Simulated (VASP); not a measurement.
Runs of VASP 6.6.1 on Re. The structure is that of space group P6_3/mmc (No. 194), or close to it. The cells are those of the table. 

```tsv
task	level	potentials or basis	cell	cutoff (eV)	gap on the mesh (eV)	pressure (GPa)	relaxed volume (Å³/atom)
single point	RPBE+D3(BJ)	VASP PAW PBE potentials, release 64 (Re)	a = 2.677, b = 2.677, c = 8.654 Å, angles 90.0, 90.0, 120.0°, 4 atoms	520	none	(b)	-
single point	LDA	VASP PAW LDA potentials, release 64 (Re)	a = 2.821, b = 2.821, c = 9.114 Å, angles 90.0, 90.0, 120.0°, 4 atoms	520	none	-29.7	-
single point	LDA	VASP PAW LDA potentials, release 64 (Re)	a = 2.748, b = 2.748, c = 8.879 Å, angles 90.0, 90.0, 120.0°, 4 atoms	520	none	-3.8	-
relaxation of cell and atoms	PBE+D3(BJ)	VASP PAW PBE potentials, release 64 (Re)	relaxed from a = 2.766, b = 2.766, c = 8.939 Å, angles 90.0, 90.0, 120.0°, 4 atoms	600	-	0.0	14.65
relaxation of cell and atoms	PBEsol+D3(BJ)	VASP PAW PBE potentials, release 64 (Re)	relaxed from a = 2.766, b = 2.766, c = 8.939 Å, angles 90.0, 90.0, 120.0°, 4 atoms	600	-	0.0	14.28
single point	PBEsol	VASP PAW PBE potentials, release 64 (Re)	a = 2.710, b = 2.710, c = 8.756 Å, angles 90.0, 90.0, 120.0°, 4 atoms	520	none	19.4	-
single point	BLYP+D3(BJ)	VASP PAW PBE potentials, release 64 (Re)	a = 2.765, b = 2.765, c = 8.926 Å, angles 90.0, 90.0, 120.0°, 4 atoms	520	none	2.4	-
single point	LDA	VASP PAW LDA potentials, release 64 (Re)	a = 2.803, b = 2.803, c = 9.056 Å, angles 90.0, 90.0, 120.0°, 4 atoms	520	none	(a)	-
```

Alike in all rows: no spin polarisation; k mesh 11 × 11 × 3; smearing fermi-dirac 0.05 eV.

Question: Estimate the missing entries.

Answer: (a) -24.3; (b) 0.3.

Caveats: spin-orbit coupling is left out, which moves the levels of the heavy elements; the PAW data sets were made with another functional, which shifts forces and pressure a little (some runs); pairwise dispersion overbinds metals, which lowers pressure and volume (some runs); the bands computed are all filled at some k points, so no gap is given (some runs).

A k mesh can miss the band edges, and the runs leave out spin-orbit coupling on Re.

A gap of «none» marks levels without a gap at the run's occupations.
